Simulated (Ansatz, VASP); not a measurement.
CdTe in VASP and in Ansatz

```
CELL_PARAMETERS angstrom
0.00000 3.31927 3.31927
3.31927 0.00000 3.31927
3.31927 3.31927 0.00000
ATOMIC_POSITIONS crystal
Cd 0.00000 0.00000 0.00000
Te 0.25000 0.25000 0.25000
```

Alike in both runs: functional PBE; k mesh 6 × 6 × 6; occupations gaussian, width 0.1 eV; no spin polarisation.

Ansatz relaxed the structure, and its values are those at the end. VASP's run is a single point on that final structure, the one shown.

```csv
,VASP,Ansatz
version,VASP 6.6.1,Ansatz 0.2.0
potentials or method,"VASP PAW PBE potentials, release 64 (Cd, Te), cutoff 520 eV","scalar-relativistic, plane waves, PAW"
valence electrons in the cell,18,36
```

|  | VASP | Ansatz | Ansatz less VASP |
| --- | --- | --- | --- |
| gap on the k mesh at the Fermi level (eV) | 0.55 | 0.56 | +0.003 |
| least direct gap on the mesh (eV) | 0.55 | 0.56 | +0.003 |
| pressure (GPa) | -0.2 | -0.3 | -0.11 |

The functional is the same, so the differences come from potentials, cutoffs and numerics. VASP's potentials hold 18 valence electrons a cell and Ansatz's 36, so a difference there can come from the potentials and not from the codes.

Neither program's run includes spin-orbit coupling.
